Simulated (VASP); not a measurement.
# KBe3Zn (Pm-3m) in VASP: a series of runs

The runs below take KBe3Zn through single point, relaxation of cell and atoms, with PBE.

All numbers are computed with VASP 6.6.1; they aren't measurements. Logs are shortened: lines on timing, memory, paths and dates and some standing lists are left out, and cuts for length are marked.

**1. The cell of the first run**

Symmetry: Pm-3m, No. 221, cubic system. Conventional cell: a = 4.434 Å, b = 4.434 Å, c = 4.434 Å, α = 90.00°, β = 90.00°, γ = 90.00°. K (site symmetry m-3m) has 12 Be at 3.14 Å and 8 Zn at 3.84 Å within 4.1 Å. Be (site symmetry 4/mmm) has 2 Zn at 2.22 Å within 2.9 Å. Zn (site symmetry m-3m) has 6 Be at 2.22 Å within 2.9 Å.

The cell was built from a structure type or drawn by symmetry, and may not be a known phase.

**2. Single point, PBE**

Input file INCAR:

```
PREC = Accurate
ENCUT = 520
EDIFF = 1E-6
ISMEAR = 0
SIGMA = 0.1
LREAL = F
LASPH = T
NELM = 100
ALGO = Fast
ISIF = 2
LWAVE = F
LCHARG = F
GGA = PE
NBANDS = 22
```

Input file KPOINTS:

```
Automatic mesh
0
Gamma
  8 8 8
```

Input file POSCAR:

```
KBe3Zn
1.0
    4.4342288669      0.0000000000      0.0000000000
    0.0000000000      4.4342288669      0.0000000000
    0.0000000000      0.0000000000      4.4342288669
K Be Zn
1 3 1
Direct
    0.0000000000      0.0000000000      0.0000000000
    0.0000000000      0.5000000000      0.5000000000
    0.5000000000      0.5000000000      0.0000000000
    0.5000000000      0.0000000000      0.5000000000
    0.5000000000      0.5000000000      0.5000000000
```

Potentials or basis: VASP PAW PBE potentials, release 64 (K_sv, Be, Zn).

On the command line:

```console
cat potpaw_PBE.64/K_sv/POTCAR potpaw_PBE.64/Be/POTCAR potpaw_PBE.64/Zn/POTCAR > POTCAR
mpirun -np 1 vasp_std > vasp.out
```

OUTCAR:

```text
PREC = Accurate
   ENCUT = 520
   EDIFF = 1E-6
   ISMEAR = 0
   LREAL = F
   LASPH = T
   NELM = 100
   ISIF = 2
   GGA = PE

 ion  position               nearest neighbor table
   1  0.000  0.000  0.000-
   2  0.000  0.500  0.500-   5 2.22   5 2.22
   3  0.500  0.500  0.000-   5 2.22   5 2.22
   4  0.500  0.000  0.500-   5 2.22   5 2.22
   5  0.500  0.500  0.500-   2 2.22   3 2.22   4 2.22   3 2.22   4 2.22   2 2.22

  LATTYP: Found a simple cubic cell.
 ALAT       =     4.4342288669

  Lattice vectors:

 A1 = (   4.4342288669,   0.0000000000,   0.0000000000)
 A2 = (   0.0000000000,   4.4342288669,   0.0000000000)
 A3 = (   0.0000000000,   0.0000000000,   4.4342288669)

Analysis of symmetry for initial positions (statically):
=====================================================================
 Subroutine PRICEL returns:
 Original cell was already a primitive cell.

 Routine SETGRP: Setting up the symmetry group for a
 simple cubic supercell.

 Subroutine GETGRP returns: Found 48 space group operations
 (whereof 48 operations were pure point group operations)
 out of a pool of 48 trial point group operations.

The static configuration has the point symmetry O_h .

Analysis of symmetry for dynamics (positions and initial velocities):
=====================================================================
 Subroutine PRICEL returns:
 Original cell was already a primitive cell.

 Routine SETGRP: Setting up the symmetry group for a
 simple cubic supercell.

 Subroutine GETGRP returns: Found 48 space group operations
 (whereof 48 operations were pure point group operations)
 out of a pool of 48 trial point group operations.

The dynamic configuration has the point symmetry O_h .

 Subroutine INISYM returns: Found 48 space group operations
 (whereof 48 operations are pure point group operations),
 and found     1 'primitive' translations

----------------------------------------------------------------------------------------

                                     Primitive cell

  volume of cell :      87.1875

  direct lattice vectors                    reciprocal lattice vectors
[... 90 lines left out ...]
   LASPH  =      T    aspherical Exc in radial PAW
   ENCUT  =  520.0 eV  38.22 Ry    6.18 a.u.   8.24  8.24  8.24*2*pi/ulx,y,z
   NELM   =    100;   NELMIN=  2; NELMDL= -5     # of ELM steps
   EDIFF  = 0.1E-05   stopping-criterion for ELM
   LREAL  =      F    real-space projection
   EDIFFG = 0.1E-04   stopping-criterion for IOM
   NSW    =      0    number of steps for IOM
   IBRION =     -1    ionic relax: 0-MD 1-quasi-New 2-CG
   NFREE  =      0    steps in history (QN), initial steepest desc. (CG)
   ISIF   =      2    stress and relaxation
   ISYM   =      2    0-nonsym 1-usesym 2-fastsym
   POTIM  = 0.5000    time-step for ionic-motion
   TEBEG  =    0.0;   TEEND  =   0.0 temperature during run
   PSTRESS=    0.0 pullay stress
   NELECT =      27.0000    total number of electrons
   NUPDOWN=      -1.0000    fix difference up-down
   EMIN   =  10.00;   EMAX   =-10.00  energy-range for DOS
   EFERMI =   0.00;   METHOD = LEGACY
   ISMEAR =     0;   SIGMA  =   0.10  broadening in eV -4-tet -1-fermi 0-gaus
   EFERMI_NEDOS =   21; number of points for ismear=-14 and -15
   IALGO  =     68    algorithm
   IMIX   =      4    mixing-type and parameters
     AMIX     =   0.40;   BMIX     =  1.00
     AMIX_MAG =   1.60;   BMIX_MAG =  1.00
  volume/ion in A,a.u.               =      17.44       117.67
  Fermi-wavevector in a.u.,A,eV,Ry     =   1.107587  2.093037 16.690943  1.226750
  Thomas-Fermi vector in A             =   2.244104
   LORBIT       =      0    0 simple, 1 ext, 2 COOP (PROOUT), +10 PAW based schemes
   GGA     = PE    functional components
   LHFCALC =     F    Hartree Fock is set to
   AEXX    =    0.0000 exact exchange contribution
   IVDW    =     0    specifies the selected vdW correction
   LEPSILON=     F    determine dielectric tensor
   LRPA    =     F    only Hartree local field effects (RPA)
 non-spin polarized calculation
 RMM-DIIS sequential band-by-band and
 Gauss-broadening in eV      SIGMA  =   0.10
  energy-cutoff  :      520.00
  volume of cell :       87.19
 maximum number of plane-waves:      2365
 NGX is ok and might be reduce to    36
   NGX = 17   NGY = 17   NGZ = 17

 number of electron      26.9999996 magnetization

 Free energy of the ion-electron system (eV)
  ---------------------------------------------------
  ext. energy  EPLUGINS =         0.00000000
  ---------------------------------------------------
  free energy    TOTEN  =        -9.50563688 eV

  energy without entropy =       -9.49925899  energy(sigma->0) =       -9.50244794

 E-fermi :   2.4517     XC(G=0):  -9.0778

 val. band max:        2.4277086928   @ k =   0.5000   0.2500   0.2500
 cond. band min:       2.4638223738   @ k =   0.5000   0.3750   0.3750
 fundamental gap:      0.0361136811
 Fermi energy:         2.4517088778

 k-point     1 :       0.0000    0.0000    0.0000
  band No.  band energies     occupation
      1     -27.8698      2.00000
      2     -11.4423      2.00000
      3     -11.4423      2.00000
      4     -11.4423      2.00000
      5      -5.6321      2.00000
      6      -5.6321      2.00000
[... 589 lines left out ...]
     21       8.3146      0.00000
     22       9.5741      0.00000

 [... further k-points ...]

------------------------ aborting loop because EDIFF is reached ----------------------------------------

  FORCE on cell =-STRESS in cart. coord.  units (eV):
  Direction    XX          YY          ZZ          XY          YZ          ZX
  --------------------------------------------------------------------------------------
  -------------------------------------------------------------------------------------
  Total        0.0778319      0.0778319      0.0778319      0.0000000     -0.0000000      0.0000000
  in kB        1.4302569      1.4302569      1.4302569      0.0000000     -0.0000000      0.0000000
  external PRESSURE =       1.4302569 kB  Pullay stress =       0.0000000 kB

 VOLUME and BASIS-vectors are now :
 -----------------------------------------------------------------------------
  energy-cutoff  :      520.00
  volume of cell :       87.19
      direct lattice vectors                 reciprocal lattice vectors
     4.434228867  0.000000000  0.000000000     0.225518355  0.000000000  0.000000000
     0.000000000  4.434228867  0.000000000     0.000000000  0.225518355  0.000000000
     0.000000000  0.000000000  4.434228867     0.000000000  0.000000000  0.225518355

 POSITION                                       TOTAL-FORCE (eV/Angst)
 -----------------------------------------------------------------------------------
      0.00000      0.00000      0.00000         0.000000      0.000000      0.000000
      0.00000      2.21711      2.21711         0.000000      0.000000      0.000000
      2.21711      2.21711      0.00000         0.000000      0.000000      0.000000
      2.21711      0.00000      2.21711         0.000000      0.000000      0.000000
      2.21711      2.21711      2.21711         0.000000      0.000000      0.000000
 -----------------------------------------------------------------------------------
    total drift:                                0.000000      0.000000      0.000000

  FREE ENERGIE OF THE ION-ELECTRON SYSTEM (eV)
  ---------------------------------------------------
  free  energy   TOTEN  =        -9.5056368786 eV

  energy  without entropy=       -9.4992589949  energy(sigma->0) =       -9.50244794
```

OSZICAR:

```text
N       E                     dE             d eps       ncg     rms          rms(c)
DAV:   1     0.148531475173E+03    0.14853E+03   -0.11789E+04  1540   0.122E+03
DAV:   2     0.382271767692E+00   -0.14815E+03   -0.14066E+03  1598   0.292E+02
DAV:   3    -0.982398262573E+01   -0.10206E+02   -0.10106E+02  1950   0.757E+01
DAV:   4    -0.101957669683E+02   -0.37178E+00   -0.37063E+00  2600   0.106E+01
DAV:   5    -0.101997062158E+02   -0.39392E-02   -0.39390E-02  1876   0.980E-01    0.872E+00
RMM:   6    -0.967960566234E+01    0.52010E+00   -0.38802E+00  1901   0.146E+01    0.526E+00
RMM:   7    -0.953293922393E+01    0.14667E+00   -0.57381E-01  1950   0.602E+00    0.328E+00
RMM:   8    -0.950526999768E+01    0.27669E-01   -0.10412E-01  1953   0.144E+00    0.687E-01
RMM:   9    -0.950538088010E+01   -0.11088E-03   -0.21527E-02  2139   0.720E-01    0.142E-01
RMM:  10    -0.950538133485E+01   -0.45475E-06   -0.48531E-03  2215   0.395E-01    0.519E-02
RMM:  11    -0.950554189045E+01   -0.16056E-03   -0.14855E-03  2243   0.152E-01    0.522E-02
RMM:  12    -0.950559929464E+01   -0.57404E-04   -0.51371E-04  2388   0.873E-02    0.137E-02
RMM:  13    -0.950562183865E+01   -0.22544E-04   -0.19154E-04  2502   0.442E-02    0.123E-02
RMM:  14    -0.950563340325E+01   -0.11565E-04   -0.84289E-05  2339   0.322E-02    0.305E-02
RMM:  15    -0.950563467100E+01   -0.12678E-05   -0.35988E-05  2109   0.298E-02    0.137E-02
RMM:  16    -0.950563612004E+01   -0.14490E-05   -0.15322E-05  1947   0.146E-02    0.509E-03
RMM:  17    -0.950563687861E+01   -0.75857E-06   -0.64379E-06  1635   0.949E-03
   1 F= -.95056369E+01 E0= -.95024479E+01  d E =-.637788E-02
```

stdout:

```text
POSCAR found type information on POSCAR K BeZn
 POSCAR found :  3 types and       5 ions
 scaLAPACK will be used
 LDA part: xc-table for (Slater+PW92), standard interpolation
 POSCAR, INCAR and KPOINTS ok, starting setup
 FFT: planning ... GRIDC
 FFT: planning ... GRID_SOFT
 FFT: planning ... GRID
 WAVECAR not read
 entering main loop
WARNING in EDDRMM: call to ZHEGV failed, returncode =   6  3     14
```

Wall time 44 s (1 thread of Intel Xeon 6975P-C (Granite Rapids), shared host); peak memory 0.25 GiB.

What came out:

- Free energy: -9.5056 eV
- Pressure: 0.1 GPa
- Band gap on the k mesh: zero (an odd number of electrons rules out a gap without spin polarisation)

Levels at points of the mesh, in eV from the Fermi level:
| k point | band 9 | band 10 | band 11 | band 12 | band 13 | band 14 | band 15 | band 16 | band 17 | band 18 |
| --- | --- | --- | --- | --- | --- | --- | --- | --- | --- | --- |
| (0.00, 0.00, 0.00) | -7.80 | -7.80 | -1.69 | -1.69 | -1.69 | 0.14 | 0.14 | 2.51 | 4.04 | 4.04 |
| (0.50, 0.00, 0.00) | -7.80 | -6.80 | -4.75 | -1.34 | -1.34 | 1.12 | 1.65 | 2.26 | 2.40 | 2.40 |
| (0.50, 0.50, 0.00) | -7.84 | -6.38 | -3.56 | -3.56 | -1.47 | -0.27 | 1.71 | 1.71 | 2.07 | 3.61 |
| (0.50, 0.50, 0.50) | -7.87 | -5.70 | -3.16 | -3.16 | -3.16 | -0.46 | -0.46 | -0.46 | 5.15 | 6.64 |

(Part 1 of 2 ends here.)
